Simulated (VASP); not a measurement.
# Mg (P6_3/mmc) in VASP: further runs

The runs below take Mg through relaxation of cell and atoms, with PBE.

Program: VASP 6.6.1. These are calculated values, not measurements. Logs are shortened: lines on timing, memory, paths and dates and some standing lists are left out, and cuts for length are marked.

**1. The cell of the first run**

Symmetry: P6_3/mmc, No. 194, hexagonal system. Conventional cell: a = 3.202 Å, b = 3.202 Å, c = 5.215 Å, α = 90.00°, β = 90.00°, γ = 120.00°. Within 4.2 Å of Mg (site symmetry -6m2) lie 12 Mg at 3.20 Å.

**2. Relaxation of cell and atoms, PBE, target pressure -0.31 GPa, at which the enthalpy is minimised**

Contents of INCAR:

```
SYSTEM = Mg
  ALGO = Normal
  EDIFF = 1E-6
  EDIFFG = -0.005
  ENCUT = 600
  GGA = PE
  IBRION = 2
  ISIF = 3
  ISMEAR = -1
  LASPH = .True.
  LCHARG = .False.
  LREAL = .False.
  LWAVE = .False.
  NELM = 60
  NSW = 32
  PREC = Accurate
  PSTRESS = -3.1
  SIGMA = 0.08
```

Contents of KPOINTS:

```
k-points
0
Gamma
  14 14 8
  0 0 0
```

Contents of POSCAR:

```
Mg
1.0
    3.2022615989      0.0000000000      0.0000000000
   -1.6011307994      2.7732398942      0.0000000000
    0.0000000000      0.0000000000      5.2153121781
Mg
2
Direct
    0.3333333333      0.6666666667      0.2500000000
    0.6666666667      0.3333333333      0.7500000000
```

Potentials or basis: VASP PAW PBE potentials, release 64 (Mg).

Run with:

```console
$ cat potpaw_PBE.64/Mg/POTCAR > POTCAR
$ mpirun -np 1 vasp_std > vasp.out
```

OUTCAR:

```text
SYSTEM = Mg
   EDIFF = 1E-6
   EDIFFG = -0.005
   ENCUT = 600
   GGA = PE
   IBRION = 2
   ISIF = 3
   ISMEAR = -1
   LASPH = .True.
   LREAL = .False.
   NELM = 60
   NSW = 32
   PREC = Accurate
   PSTRESS = -3.1

 ion  position               nearest neighbor table
   1  0.333  0.667  0.250-   2 3.20   2 3.20   2 3.20   2 3.20   2 3.20   2 3.20
   2  0.667  0.333  0.750-   1 3.20   1 3.20   1 3.20   1 3.20   1 3.20   1 3.20

  LATTYP: Found a hexagonal cell.
 ALAT       =     3.2022615989
 C/A-ratio  =     1.6286340191

  Lattice vectors:

 A1 = (   3.2022615989,   0.0000000000,   0.0000000000)
 A2 = (  -1.6011307994,   2.7732398942,   0.0000000000)
 A3 = (   0.0000000000,   0.0000000000,   5.2153121781)

Analysis of symmetry for initial positions (statically):
=====================================================================
 Subroutine PRICEL returns:
 Original cell was already a primitive cell.

 Routine SETGRP: Setting up the symmetry group for a
 hexagonal supercell.

 Subroutine GETGRP returns: Found 24 space group operations
 (whereof 12 operations were pure point group operations)
 out of a pool of 24 trial point group operations.

The static configuration has the point symmetry D_3d.
 The point group associated with its full space group is D_6h.

Analysis of symmetry for dynamics (positions and initial velocities):
=====================================================================
 Subroutine PRICEL returns:
 Original cell was already a primitive cell.

 Routine SETGRP: Setting up the symmetry group for a
 hexagonal supercell.

 Subroutine GETGRP returns: Found 24 space group operations
 (whereof 12 operations were pure point group operations)
 out of a pool of 24 trial point group operations.

The dynamic configuration has the point symmetry D_3d.
 The point group associated with its full space group is D_6h.

 Subroutine INISYM returns: Found 24 space group operations
 (whereof 12 operations are pure point group operations),
 and found     1 'primitive' translations

----------------------------------------------------------------------------------------

                                     Primitive cell

  volume of cell :      46.3153

  direct lattice vectors                    reciprocal lattice vectors
     3.202261599  0.000000000  0.000000000     0.312279297  0.180294536  0.000000000
    -1.601130799  2.773239894  0.000000000     0.000000000  0.360589072  0.000000000
     0.000000000  0.000000000  5.215312178     0.000000000  0.000000000  0.191743076

  length of vectors
     3.202261599  3.202261599  5.215312178     0.360589072  0.360589072  0.191743076

  position of ions in fractional coordinates (direct lattice)
     0.333333333  0.666666667  0.250000000
     0.666666667  0.333333333  0.750000000

  ion indices of the primitive-cell ions
   primitive index   ion index
                 1           1
                 2           2

----------------------------------------------------------------------------------------

 KPOINTS: k-points

Automatic generation of k-mesh.
 Grid dimensions read from file:
 generate k-points for:   14   14    8

 Generating k-lattice:

  Cartesian coordinates                     Fractional coordinates (reciprocal lattice)
     0.022305664  0.012878181  0.000000000     0.071428571  0.000000000  0.000000000
     0.000000000  0.025756362  0.000000000     0.000000000  0.071428571  0.000000000
     0.000000000  0.000000000  0.023967885     0.000000000  0.000000000  0.125000000

  Length of vectors
     0.025756362  0.025756362  0.023967885

  Shift w.r.t. Gamma in fractional coordinates (k-lattice)
     0.000000000  0.000000000  0.000000000

 Subroutine IBZKPT returns following result:
 ===========================================

 Found    120 irreducible k-points:

 Following reciprocal coordinates:
            Coordinates               Weight
  0.000000  0.000000  0.000000      1.000000
  0.071429  0.000000  0.000000      6.000000
  0.142857  0.000000  0.000000      6.000000
  0.214286  0.000000  0.000000      6.000000
  0.285714  0.000000  0.000000      6.000000
  0.357143  0.000000  0.000000      6.000000
[... 16 lines left out ...]
  0.285714  0.285714  0.000000      6.000000
  0.357143  0.285714  0.000000      6.000000
 [... further k-points ...]
   k-points           NKPTS =    120   k-points in BZ     NKDIM =    120   number of bands    NBANDS=      6
   number of dos      NEDOS =    301   number of ions     NIONS =      2
   total plane-waves  NPLWV =  32928
   dimension x,y,z NGX =    28 NGY =   28 NGZ =   42
   dimension x,y,z NGXF=    56 NGYF=   56 NGZF=   84
   ions per type =               2
   NGX,Y,Z   is equivalent  to a cutoff of  14.54, 14.54, 13.39 a.u.
   NGXF,Y,Z  is equivalent  to a cutoff of  29.07, 29.07, 26.78 a.u.
 SYSTEM =  Mg
   PREC   = accura    normal or accurate (medium, high low for compatibility)
   ISTART =      0    job   : 0-new  1-cont  2-samecut
   ICHARG =      2    charge: 1-file 2-atom 10-const
   ISPIN  =      1    spin polarized calculation?
   LNONCOLLINEAR =      F non collinear calculations
   LSORBIT =      F    spin-orbit coupling
   LASPH  =      T    aspherical Exc in radial PAW
   ENCUT  =  600.0 eV  44.10 Ry    6.64 a.u.   6.40  6.40 10.42*2*pi/ulx,y,z
   NELM   =     60;   NELMIN=  2; NELMDL= -5     # of ELM steps
   EDIFF  = 0.1E-05   stopping-criterion for ELM
   LREAL  =      F    real-space projection
   EDIFFG = -.5E-02   stopping-criterion for IOM
   NSW    =     32    number of steps for IOM
   IBRION =      2    ionic relax: 0-MD 1-quasi-New 2-CG
   NFREE  =      1    steps in history (QN), initial steepest desc. (CG)
   ISIF   =      3    stress and relaxation
   ISYM   =      2    0-nonsym 1-usesym 2-fastsym
   POTIM  = 0.5000    time-step for ionic-motion
   TEBEG  =    0.0;   TEEND  =   0.0 temperature during run
   PSTRESS=   -3.1 pullay stress
   NELECT =       4.0000    total number of electrons
   NUPDOWN=      -1.0000    fix difference up-down
   EMIN   =  10.00;   EMAX   =-10.00  energy-range for DOS
   EFERMI =   0.00;   METHOD = LEGACY
   ISMEAR =    -1;   SIGMA  =   0.08  broadening in eV -4-tet -1-fermi 0-gaus
   EFERMI_NEDOS =   21; number of points for ismear=-14 and -15
   IALGO  =     38    algorithm
   IMIX   =      4    mixing-type and parameters
     AMIX     =   0.40;   BMIX     =  1.00
     AMIX_MAG =   1.60;   BMIX_MAG =  1.00
  volume/ion in A,a.u.               =      23.16       156.28
  Fermi-wavevector in a.u.,A,eV,Ry     =   0.723636  1.367473  7.124672  0.523649
  Thomas-Fermi vector in A             =   1.813902
   LORBIT       =      0    0 simple, 1 ext, 2 COOP (PROOUT), +10 PAW based schemes
   GGA     = PE    functional components
   LHFCALC =     F    Hartree Fock is set to
   AEXX    =    0.0000 exact exchange contribution
   IVDW    =     0    specifies the selected vdW correction
   LEPSILON=     F    determine dielectric tensor
   LRPA    =     F    only Hartree local field effects (RPA)
 conjugate gradient relaxation of ions
 non-spin polarized calculation
  energy-cutoff  :      600.00
  volume of cell :       46.32
 maximum number of plane-waves:      1578
 NGX is ok and might be reduce to    28
   NGX = 13   NGY = 13   NGZ = 21

--------------------------------------- Ionic step        1  -------------------------------------------

 number of electron       4.0000000 magnetization

 Free energy of the ion-electron system (eV)
  ---------------------------------------------------
  ext. energy  EPLUGINS =         0.00000000
  ---------------------------------------------------
  free energy    TOTEN  =        -3.02442216 eV

  energy without entropy =       -3.00938070  energy(sigma->0) =       -3.01690143

------------------------ aborting loop because EDIFF is reached ----------------------------------------

  FORCE on cell =-STRESS in cart. coord.  units (eV):
  Direction    XX          YY          ZZ          XY          YZ          ZX
  --------------------------------------------------------------------------------------
  -------------------------------------------------------------------------------------
  Total       -0.1264450     -0.1264450     -0.1254683     -0.0000000      0.0000000      0.0000000
  in kB       -4.3740910     -4.3740910     -4.3403036     -0.0000000      0.0000000      0.0000000
  external PRESSURE =      -1.2628285 kB  Pullay stress =      -3.1000000 kB
[... 61 lines left out ...]
  enthalpy is  TOTEN    =        -3.1140977580 eV   P V=       -0.0893774363

--------------------------------------- Ionic step        3  -------------------------------------------

 number of electron       4.0000000 magnetization

 Free energy of the ion-electron system (eV)
  ---------------------------------------------------
  ext. energy  EPLUGINS =         0.00000000
  ---------------------------------------------------
  free energy    TOTEN  =        -3.02482023 eV

  energy without entropy =       -3.00983610  energy(sigma->0) =       -3.01732817

 E-fermi :   2.6297     XC(G=0):  -8.4756

 val. band max:        2.5905959146   @ k =   0.4286   0.0000   0.2500
 cond. band min:       2.6341653575   @ k =   0.5000   0.0000   0.3750
 fundamental gap:      0.0435694429
 Fermi energy:         2.6296886169

 k-point     1 :       0.0000    0.0000    0.0000
  band No.  band energies     occupation
      1      -4.3027      2.00000
      2       0.9160      2.00000
      3       1.3362      2.00000
      4      13.5508      0.00000
      5      13.5508      0.00000
      6      13.6622      0.00000

 k-point     2 :       0.0714    0.0000    0.0000
  band No.  band energies     occupation
      1      -4.2024      2.00000
      2       1.0077      2.00000
      3       1.4338      2.00000
      4      11.6408      0.00000
      5      12.5146      0.00000
      6      13.3078      0.00000
[... 190 lines left out ...]
 k-point    24 :       0.3571    0.2857    0.0000
  band No.  band energies     occupation
      1       1.6067      1.99999
      2       1.6304      1.99999
      3       2.9037      0.06301
      4       6.3379      0.00000
      5       6.6902      0.00000
      6       6.7637      0.00000

 [... further k-points ...]

------------------------ aborting loop because EDIFF is reached ----------------------------------------

  FORCE on cell =-STRESS in cart. coord.  units (eV):
  Direction    XX          YY          ZZ          XY          YZ          ZX
  --------------------------------------------------------------------------------------
  -------------------------------------------------------------------------------------
  Total       -0.0883774     -0.0883774     -0.0888174     -0.0000000      0.0000000      0.0000000
  in kB       -3.0685744     -3.0685744     -3.0838515     -0.0000000      0.0000000      0.0000000
  external PRESSURE =       0.0263332 kB  Pullay stress =      -3.1000000 kB
[... 17 lines left out ...]
  FREE ENERGIE OF THE ION-ELECTRON SYSTEM (eV)
  ---------------------------------------------------
  free  energy   TOTEN  =        -3.0248202333 eV

  energy  without entropy=       -3.0098361010  energy(sigma->0) =       -3.01732817

  enthalpy is  TOTEN    =        -3.1141026850 eV   P V=       -0.0892824517

 reached required accuracy - stopping structural energy minimisation
```

It took 21 s on 1 thread of AMD EPYC 9R45 (Zen 5), shared host; peak memory 0.18 GiB.

Results:

```
Free energy                                                : -3.0248 eV
Relaxed volume                                             : 23.07 Å³/atom
Relaxed cell                                               : a = 3.198 Å, b = 3.198 Å, c = 5.209 Å, α = 90.00°, β = 90.00°, γ = 120.00°
Space group after relaxing (to 0.1 Å)                      : P6_3/mmc (No. 194)
Energy change on relaxing (the run minimises the enthalpy) : -0.2 meV/atom
Ionic steps                                                : 3
Pressure after relaxing                                    : -0.3 GPa
Band gap on the k mesh                                     : zero (bands 2 and 3 overlap by 2.06 eV)
```

Step by step:
```
step  energy change (eV)  largest force (eV/Å)  pressure (GPa)  volume (Å³)
   1              0.0000                0.0000           -0.44        46.32
   2             -0.0003                0.0000           -0.35        46.19
   3             -0.0004                0.0000           -0.31        46.14
```

Final structure:
```
Mg
1.0
     3.19827    0.00000    0.00000
    -1.59914    2.76979    0.00000
     0.00000    0.00000    5.20899
Mg
2
Direct
  0.33333 0.66667 0.25000
  0.66667 0.33333 0.75000
```

Caveat: the cell is relaxed towards a set pressure, so the run minimises the enthalpy, not the energy.

**3. Relaxation of cell and atoms, PBE, target pressure -0.31 GPa, at which the enthalpy is minimised**

This run uses another cell than the first one, of 23.33 Å³/atom.

Contents of INCAR:

```
ALGO = Normal
EDIFF = 1E-6
EDIFFG = -0.005
ENCUT = 600
GGA = PE
IBRION = 2
ISIF = 3
ISMEAR = -1
LASPH = True
LCHARG = False
LREAL = False
LWAVE = False
NELM = 100
NSW = 60
PREC = Accurate
PSTRESS = -3.1
SIGMA = 0.08
```

Contents of KPOINTS:

```
k-points
0
Gamma
  14 14 8
```

Contents of POSCAR:

```
Mg
1.0
    3.2160746471      0.0000000000      0.0000000000
   -1.6080373235      2.7852023448      0.0000000000
    0.0000000000      0.0000000000      5.2100409282
Mg
2
Direct
    0.3333333333      0.6666666667      0.2500000000
    0.6666666667      0.3333333333      0.7500000000
```

Potentials or basis: VASP PAW PBE potentials, release 64 (Mg).

Run with:

```console
$ cat potpaw_PBE.64/Mg/POTCAR > POTCAR
$ mpirun -np 1 vasp_std > vasp.out
```

It took 29 s on 1 thread of AMD EPYC 9R45 (Zen 5), shared host; peak memory 0.18 GiB.

Results (log left out):

```
Free energy                                                : -3.0248 eV
Relaxed volume                                             : 23.07 Å³/atom
Relaxed cell                                               : a = 3.198 Å, b = 3.198 Å, c = 5.209 Å, α = 90.00°, β = 90.00°, γ = 120.00°
Space group after relaxing (to 0.1 Å)                      : P6_3/mmc (No. 194)
Energy change on relaxing (the run minimises the enthalpy) : -0.9 meV/atom
Ionic steps                                                : 5
Pressure after relaxing                                    : -0.3 GPa
Band gap on the k mesh                                     : zero (bands 2 and 3 overlap by 2.06 eV)
```

Step by step:
| step | energy change (eV) | largest force (eV/Å) | pressure (GPa) | volume (Å³) |
| --- | --- | --- | --- | --- |
| 1 | 0.0000 | 0.0000 | -0.70 | 46.67 |
| 2 | -0.0014 | 0.0000 | -0.42 | 46.29 |
| 3 | -0.0018 | 0.0000 | -0.29 | 46.12 |
| 4 | -0.0018 | 0.0000 | -0.30 | 46.13 |
| 5 | -0.0018 | 0.0000 | -0.31 | 46.15 |

Final structure:
```yaml
crystal:
  lattice:
    - [3.19819, 0.00000, 0.00000]
    - [-1.59909, 2.76971, 0.00000]
    - [0.00000, 0.00000, 5.20943]
  atoms:
    - { symbol: Mg, position: [0.33333, 0.66667, 0.25000] }
    - { symbol: Mg, position: [0.66667, 0.33333, 0.75000] }
```

Levels at points of the mesh, in eV from the Fermi level:
| k point | band 1 | band 2 | band 3 | band 4 | band 5 |
| --- | --- | --- | --- | --- | --- |
| (0.00, 0.00, 0.00) | -6.93 | -1.71 | -1.29 | 10.92 | 10.92 |
| (0.50, 0.00, 0.00) | -2.15 | -2.14 | 2.63 | 2.99 | 3.22 |
| (0.00, 0.00, 0.50) | -5.55 | -5.55 | 4.95 | 4.95 | 11.66 |
| (0.50, 0.00, 0.50) | -1.11 | -1.11 | -0.46 | -0.46 | 8.03 |

Caveat: the cell is relaxed towards a set pressure, so the run minimises the enthalpy, not the energy.
